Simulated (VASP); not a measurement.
# SnTe (Pm-3m) in VASP: settings compared

SnTe is run at these levels: PBE+D4, PBE; tasks: single point.

All numbers are computed with VASP 6.6.1; they aren't measurements. Logs are shortened: lines on timing, memory, paths and dates and some standing lists are left out, and cuts for length are marked.

## (1) The cell of the first run

The structure is cubic, space group Pm-3m (No. 221). The conventional cell has a = 3.892 Å, b = 3.892 Å, c = 3.892 Å, α = 90.00°, β = 90.00°, γ = 90.00°. Within 4.4 Å of Sn (site symmetry m-3m) lie 8 Te at 3.37 Å and 6 Sn at 3.89 Å. Te (site symmetry m-3m) has 8 Sn at 3.37 Å and 6 Te at 3.89 Å within 4.4 Å.

## (2) Single point, PBE+D4

Input file INCAR:

```
SYSTEM = SnTe
PREC = Accurate ; ENCUT = 500
EDIFF = 1E-6 ; ISMEAR = -1
SIGMA = 0.02 ; LREAL = .False.
LASPH = .True. ; NELM = 120
ALGO = Normal ; ISIF = 2
LWAVE = .False. ; LCHARG = .False.
GGA = PE ; IVDW = 13
NBANDS = 17 ; GGA_COMPAT = .False.
```

Input file KPOINTS:

```
regular mesh
0
Gamma
  4 4 4
  0 0 0
```

Input file POSCAR:

```
SnTe
1.0
    3.8918236295      0.0000000000      0.0000000000
    0.0000000000      3.8918236295      0.0000000000
    0.0000000000      0.0000000000      3.8918236295
Sn Te
1 1
Direct
    0.0000000000      0.0000000000      0.0000000000
    0.5000000000      0.5000000000      0.5000000000
```

Potentials or basis: VASP PAW PBE potentials, release 64 (Sn_d, Te).

Started as:

```console
$ cat potpaw_PBE.64/Sn_d/POTCAR potpaw_PBE.64/Te/POTCAR > POTCAR
$ mpirun -np 1 vasp_std > vasp.out
```

OUTCAR:

```text
SYSTEM = SnTe
   PREC = Accurate
   ENCUT = 500
   EDIFF = 1E-6
   ISMEAR = -1
   LREAL = .False.
   LASPH = .True.
   NELM = 120
   ISIF = 2
   GGA = PE
   IVDW = 13

 ion  position               nearest neighbor table
   1  0.000  0.000  0.000-   2 3.37   2 3.37   2 3.37   2 3.37   2 3.37   2 3.37   2 3.37   2 3.37

   2  0.500  0.500  0.500-   1 3.37   1 3.37   1 3.37   1 3.37   1 3.37   1 3.37   1 3.37   1 3.37

  LATTYP: Found a simple cubic cell.
 ALAT       =     3.8918236295

  Lattice vectors:

 A1 = (   3.8918236295,   0.0000000000,   0.0000000000)
 A2 = (   0.0000000000,   3.8918236295,   0.0000000000)
 A3 = (   0.0000000000,   0.0000000000,   3.8918236295)

Analysis of symmetry for initial positions (statically):
=====================================================================
 Subroutine PRICEL returns:
 Original cell was already a primitive cell.

 Routine SETGRP: Setting up the symmetry group for a
 simple cubic supercell.

 Subroutine GETGRP returns: Found 48 space group operations
 (whereof 48 operations were pure point group operations)
 out of a pool of 48 trial point group operations.

The static configuration has the point symmetry O_h .

Analysis of symmetry for dynamics (positions and initial velocities):
=====================================================================
 Subroutine PRICEL returns:
 Original cell was already a primitive cell.

 Routine SETGRP: Setting up the symmetry group for a
 simple cubic supercell.

 Subroutine GETGRP returns: Found 48 space group operations
 (whereof 48 operations were pure point group operations)
 out of a pool of 48 trial point group operations.

The dynamic configuration has the point symmetry O_h .

 Subroutine INISYM returns: Found 48 space group operations
 (whereof 48 operations are pure point group operations),
 and found     1 'primitive' translations

----------------------------------------------------------------------------------------

                                     Primitive cell

  volume of cell :      58.9467

  direct lattice vectors                    reciprocal lattice vectors
     3.891823630  0.000000000  0.000000000     0.256948951  0.000000000  0.000000000
     0.000000000  3.891823630  0.000000000     0.000000000  0.256948951  0.000000000
     0.000000000  0.000000000  3.891823630     0.000000000  0.000000000  0.256948951

  length of vectors
     3.891823630  3.891823630  3.891823630     0.256948951  0.256948951  0.256948951

  position of ions in fractional coordinates (direct lattice)
     0.000000000  0.000000000  0.000000000
     0.500000000  0.500000000  0.500000000

[... 62 lines left out ...]
   LREAL  =      F    real-space projection
   EDIFFG = 0.1E-04   stopping-criterion for IOM
   NSW    =      0    number of steps for IOM
   IBRION =     -1    ionic relax: 0-MD 1-quasi-New 2-CG
   NFREE  =      0    steps in history (QN), initial steepest desc. (CG)
   ISIF   =      2    stress and relaxation
   ISYM   =      2    0-nonsym 1-usesym 2-fastsym
   POTIM  = 0.5000    time-step for ionic-motion
   TEBEG  =    0.0;   TEEND  =   0.0 temperature during run
   PSTRESS=    0.0 pullay stress
   NELECT =      20.0000    total number of electrons
   NUPDOWN=      -1.0000    fix difference up-down
   EMIN   =  10.00;   EMAX   =-10.00  energy-range for DOS
   EFERMI =   0.00;   METHOD = LEGACY
   ISMEAR =    -1;   SIGMA  =   0.02  broadening in eV -4-tet -1-fermi 0-gaus
   EFERMI_NEDOS =   21; number of points for ismear=-14 and -15
   IALGO  =     38    algorithm
   IMIX   =      4    mixing-type and parameters
     AMIX     =   0.40;   BMIX     =  1.00
     AMIX_MAG =   1.60;   BMIX_MAG =  1.00
  volume/ion in A,a.u.               =      29.47       198.90
  Fermi-wavevector in a.u.,A,eV,Ry     =   1.141822  2.157730 17.738692  1.303757
  Thomas-Fermi vector in A             =   2.278521
   LORBIT       =      0    0 simple, 1 ext, 2 COOP (PROOUT), +10 PAW based schemes
   GGA     = PE    functional components
   LHFCALC =     F    Hartree Fock is set to
   AEXX    =    0.0000 exact exchange contribution
   IVDW    =    13    specifies the selected vdW correction
   LEPSILON=     F    determine dielectric tensor
   LRPA    =     F    only Hartree local field effects (RPA)
 non-spin polarized calculation
  energy-cutoff  :      500.00
  volume of cell :       58.95
 maximum number of plane-waves:      1514
   NGX = 15   NGY = 15   NGZ = 15

 number of electron      19.9999990 magnetization

 Free energy of the ion-electron system (eV)
  ---------------------------------------------------
  ext. energy  EPLUGINS =         0.00000000
  ---------------------------------------------------
  free energy    TOTEN  =        -6.90659764 eV

  energy without entropy =       -6.89782731  energy(sigma->0) =       -6.90221247

 E-fermi :   7.1126     XC(G=0):  -9.9209

 val. band max:        7.0808208373   @ k =   0.5000   0.2500   0.2500
 cond. band min:       7.1197369215   @ k =   0.5000   0.2500   0.0000
 fundamental gap:      0.0389160842
 Fermi energy:         7.1125729172

 k-point     1 :       0.0000    0.0000    0.0000
  band No.  band energies     occupation
      1     -14.3844      2.00000
      2     -14.3844      2.00000
      3     -14.3456      2.00000
      4     -14.3456      2.00000
      5     -14.3456      2.00000
      6      -5.2428      2.00000
[... 177 lines left out ...]
      4     -14.3310      2.00000
      5     -14.3310      2.00000
      6      -2.7289      2.00000
[... 9 lines left out ...]
     16      21.1792      0.00000
     17      22.3750      0.00000

------------------------ aborting loop because EDIFF is reached ----------------------------------------

  DFT-D4 for vdW energy calculation

  Edisp (eV):   -0.92757

  FORCE on cell =-STRESS in cart. coord.  units (eV):
  Direction    XX          YY          ZZ          XY          YZ          ZX
  --------------------------------------------------------------------------------------
  -------------------------------------------------------------------------------------
  Total      -0.72259    -0.72259    -0.72259     0.00000    -0.00000     0.00000
  in kB     -19.64017   -19.64017   -19.64017     0.00000    -0.00000     0.00000
  external pressure =      -19.64 kB  Pullay stress =        0.00 kB

 VOLUME and BASIS-vectors are now :
 -----------------------------------------------------------------------------
  energy-cutoff  :      500.00
  volume of cell :       58.95
      direct lattice vectors                 reciprocal lattice vectors
     3.891823630  0.000000000  0.000000000     0.256948951  0.000000000  0.000000000
     0.000000000  3.891823630  0.000000000     0.000000000  0.256948951  0.000000000
     0.000000000  0.000000000  3.891823630     0.000000000  0.000000000  0.256948951

 POSITION                                       TOTAL-FORCE (eV/Angst)
 -----------------------------------------------------------------------------------
      0.00000      0.00000      0.00000         0.000000      0.000000      0.000000
      1.94591      1.94591      1.94591         0.000000      0.000000      0.000000
 -----------------------------------------------------------------------------------
    total drift:                               -0.000000      0.000000     -0.000000

  FREE ENERGIE OF THE ION-ELECTRON SYSTEM (eV)
  ---------------------------------------------------
  free  energy   TOTEN  =        -7.8341705385 eV

  energy  without entropy=       -7.8254002146  energy(sigma->0) =       -7.82978538
```

Run time: 9.1 s. Hardware: 1 thread of Intel Xeon Platinum 8488C (Sapphire Rapids), shared host; peak memory 0.15 GiB.

Results:

```yaml
Free_energy: -7.8342 eV
Pressure: -2.0 GPa
Band_gap_on_the_k_mesh: zero (bands 10 and 11 overlap by 1.56 eV)
Dispersion_energy_per_atom: -0.464 eV
```

Caveat: the k points lie up to 0.40 Å⁻¹ apart, too coarse for converged energies and pressures of a metal; spin-orbit coupling is left out, which moves the levels of the heavy elements.

## (3) Single point, PBE

Input file INCAR:

```
SYSTEM = SnTe
PREC     = Accurate       ! precision mode
ENCUT    = 500            ! plane-wave cutoff, eV
EDIFF    = 1E-6           ! SCF threshold, eV
ISMEAR   = -1             ! smearing method
SIGMA    = 0.02           ! smearing width, eV
LREAL    = .FALSE.        ! projectors in reciprocal space
LASPH    = .TRUE.         ! aspherical terms in the spheres
NELM     = 120            ! most SCF steps
ALGO     = Normal         ! electronic algorithm
ISIF     = 2              ! what is computed and relaxed
LWAVE    = .FALSE.        ! write WAVECAR
LCHARG   = .FALSE.        ! write CHGCAR
GGA      = PE             ! functional
ISYM     = 0            
NBANDS   = 17             ! bands
GGA_COMPAT= .FALSE.
```

Input file KPOINTS:

```
regular mesh
0
G
  8 8 1
  0 0 0
```

POSCAR is that of step 2.

Potentials or basis: VASP PAW PBE potentials, release 64 (Sn_d, Te).

Started as:

```console
$ cat potpaw_PBE.64/Sn_d/POTCAR potpaw_PBE.64/Te/POTCAR > POTCAR
$ mpirun -np 1 vasp_std > vasp.out
```

It took 16 s on 1 thread of Intel Xeon Platinum 8488C (Sapphire Rapids), shared host; peak memory 0.17 GiB.

The run converged, but its numbers aren't listed here, since they failed a check.

Caveat: the k points lie up to 1.61 Å⁻¹ apart; semilocal functionals underestimate gaps, so a narrow gap can read as zero; spin-orbit coupling is left out, which moves the levels of the heavy elements.

## (4) Single point, PBE, collinear spin

Input file INCAR:

```
PREC     = Accurate       # precision mode
ENCUT    = 500            # plane-wave cutoff, eV
EDIFF    = 1E-6           # SCF threshold, eV
ISMEAR   = -1             # smearing method
SIGMA    = 0.02           # smearing width, eV
LREAL    = F              # projectors in reciprocal space
LASPH    = T              # aspherical terms in the spheres
NELM     = 200            # most SCF steps
ALGO     = Normal         # electronic algorithm
ISIF     = 2              # what is computed and relaxed
LWAVE    = F              # write WAVECAR
LCHARG   = F              # write CHGCAR
ISPIN    = 2              # spin polarisation
MAGMOM   = 0.04 0.17      # initial moments
LORBIT   = 11             # projections on sites
GGA      = PE             # functional
NBANDS   = 21             # bands
GGA_COMPAT= F
```

Input file KPOINTS:

```
Automatic mesh
0
Gamma
  4 4 4
```

POSCAR is that of step 3.

Potentials or basis: VASP PAW PBE potentials, release 64 (Sn_d, Te).

Started as:

```console
$ cat potpaw_PBE.64/Sn_d/POTCAR potpaw_PBE.64/Te/POTCAR > POTCAR
$ mpirun -np 1 vasp_std > vasp.out
```

OUTCAR:

```text
PREC = Accurate
   ENCUT = 500
   EDIFF = 1E-6
   ISMEAR = -1
   LREAL = F
   LASPH = T
   NELM = 200
   ISIF = 2
   ISPIN = 2
   LORBIT = 11
   GGA = PE

 ion  position               nearest neighbor table
   1  0.000  0.000  0.000-   2 3.37   2 3.37   2 3.37   2 3.37   2 3.37   2 3.37   2 3.37   2 3.37

   2  0.500  0.500  0.500-   1 3.37   1 3.37   1 3.37   1 3.37   1 3.37   1 3.37   1 3.37   1 3.37

  LATTYP: Found a simple cubic cell.
 ALAT       =     3.8918236295

  Lattice vectors:

 A1 = (   3.8918236295,   0.0000000000,   0.0000000000)
 A2 = (   0.0000000000,   3.8918236295,   0.0000000000)
 A3 = (   0.0000000000,   0.0000000000,   3.8918236295)

Analysis of symmetry for initial positions (statically):
=====================================================================
 Subroutine PRICEL returns:
 Original cell was already a primitive cell.

 Routine SETGRP: Setting up the symmetry group for a
 simple cubic supercell.
[... 420 lines left out ...]
      2     -14.4000      1.00000
      3     -14.3611      1.00000
      4     -14.3611      1.00000
      5     -14.3611      1.00000
      6      -5.1749      1.00000
[... 229 lines left out ...]
     20      23.0500      0.00000
     21      23.0500      0.00000

------------------------ aborting loop because EDIFF is reached ----------------------------------------

  FORCE on cell =-STRESS in cart. coord.  units (eV):
  Direction    XX          YY          ZZ          XY          YZ          ZX
  --------------------------------------------------------------------------------------
  -------------------------------------------------------------------------------------
  Total        0.0207298      0.0207298      0.0207298      0.0000000      0.0000000     -0.0000000
  in kB        0.5634384      0.5634384      0.5634384      0.0000000      0.0000000     -0.0000000
  external PRESSURE =       0.5634384 kB  Pullay stress =       0.0000000 kB

 VOLUME and BASIS-vectors are now :
 -----------------------------------------------------------------------------
  energy-cutoff  :      500.00
  volume of cell :       58.95
      direct lattice vectors                 reciprocal lattice vectors
     3.891823630  0.000000000  0.000000000     0.256948951  0.000000000  0.000000000
     0.000000000  3.891823630  0.000000000     0.000000000  0.256948951  0.000000000
     0.000000000  0.000000000  3.891823630     0.000000000  0.000000000  0.256948951

 POSITION                                       TOTAL-FORCE (eV/Angst)
 -----------------------------------------------------------------------------------
      0.00000      0.00000      0.00000         0.000000      0.000000      0.000000
      1.94591      1.94591      1.94591         0.000000      0.000000      0.000000
 -----------------------------------------------------------------------------------
    total drift:                               -0.000000      0.000000     -0.000000

  FREE ENERGIE OF THE ION-ELECTRON SYSTEM (eV)
  ---------------------------------------------------
  free  energy   TOTEN  =        -6.9085840510 eV

  energy  without entropy=       -6.9037802725  energy(sigma->0) =       -6.90618216

 total charge

# of ion       s       p       d       tot
------------------------------------------
    1        1.366   0.689   9.972  12.028
    2        1.397   1.895   0.032   3.323
--------------------------------------------------
tot          2.763   2.584  10.004  15.351

 magnetization (x)

# of ion       s       p       d       tot
------------------------------------------
    1        0.002   0.024   0.003   0.029
    2        0.002   0.105   0.002   0.109
--------------------------------------------------
tot          0.004   0.130   0.005   0.139
```

OSZICAR:

```text
N       E                     dE             d eps       ncg     rms          rms(c)
DAV:   1     0.142931759414E+03    0.14293E+03   -0.85416E+03   888   0.105E+03
DAV:   2     0.816140127577E+01   -0.13477E+03   -0.12905E+03   865   0.339E+02
DAV:   3    -0.654796527803E+01   -0.14709E+02   -0.14479E+02  1031   0.824E+01
DAV:   4    -0.700036199616E+01   -0.45240E+00   -0.45209E+00  1048   0.144E+01
DAV:   5    -0.701432826220E+01   -0.13966E-01   -0.13966E-01  1160   0.268E+00    0.415E+00
DAV:   6    -0.692066634646E+01    0.93662E-01   -0.28554E-01  1195   0.290E+00    0.257E+00
DAV:   7    -0.690701704757E+01    0.13649E-01   -0.31966E-02  1040   0.965E-01    0.156E+00
DAV:   8    -0.690933781696E+01   -0.23208E-02   -0.10213E-02   986   0.399E-01    0.382E-01
DAV:   9    -0.690834179289E+01    0.99602E-03   -0.21679E-03  1168   0.206E-01    0.235E-01
DAV:  10    -0.690855994559E+01   -0.21815E-03   -0.14498E-04  1027   0.660E-02    0.165E-01
DAV:  11    -0.690865443732E+01   -0.94492E-04   -0.22846E-04   985   0.756E-02    0.613E-02
DAV:  12    -0.690857387223E+01    0.80565E-04   -0.35363E-04  1058   0.694E-02    0.198E-02
DAV:  13    -0.690858311374E+01   -0.92415E-05   -0.43451E-05  1059   0.219E-02    0.203E-02
DAV:  14    -0.690858642258E+01   -0.33088E-05   -0.22753E-06   799   0.850E-03    0.136E-02
DAV:  15    -0.690858367088E+01    0.27517E-05   -0.51366E-06   935   0.119E-02    0.465E-03
DAV:  16    -0.690858405095E+01   -0.38007E-06   -0.51995E-07   615   0.394E-03
   1 F= -.69085841E+01 E0= -.69061822E+01  d E =-.480378E-02  mag=     0.2591
```

It took 18 s on 1 thread of Intel Xeon Platinum 8488C (Sapphire Rapids), shared host; peak memory 0.17 GiB.

Results:

| Quantity | Value |
| --- | --- |
| Free energy | -6.9086 eV |
| Pressure | 0.1 GPa |
| Net moment | 0.26 μB per cell |
| Site moments | Sn +0.03; Te +0.11 μB |
| Valence electrons inside the program's atomic spheres | Sn 12.03; Te 3.32 |

Levels at points of the mesh, in eV from the Fermi level:
Spin up:
```csv
k point,band 8,band 9,band 10,band 11,band 12,band 13
"(0.00, 0.00, 0.00)",-1.77,-1.77,-1.77,3.58,3.58,5.43
"(0.50, 0.00, 0.00)",-0.30,-0.30,0.03,0.23,2.22,2.22
"(0.50, 0.50, 0.00)",-4.82,-4.82,0.25,3.45,3.83,3.83
"(0.50, 0.50, 0.50)",-2.92,-2.92,-2.92,-1.30,-1.30,-1.30
```
Spin down:
```tsv
k point	band 6	band 7	band 8	band 9	band 10	band 11	band 12	band 13	band 14	band 15
(0.00, 0.00, 0.00)	-12.29	-5.19	-1.65	-1.65	-1.65	3.65	3.65	5.51	5.51	5.51
(0.50, 0.00, 0.00)	-11.09	-8.10	-0.16	-0.16	0.12	0.30	2.29	2.29	5.45	6.31
(0.50, 0.50, 0.00)	-10.29	-6.28	-4.72	-4.72	0.39	3.50	3.91	3.91	6.05	7.39
(0.50, 0.50, 0.50)	-9.75	-5.13	-2.81	-2.81	-2.81	-1.23	-1.23	-1.23	14.11	14.11
```

Caveat: the k points lie up to 0.40 Å⁻¹ apart; spin-orbit coupling is left out, which moves the levels of the heavy elements.
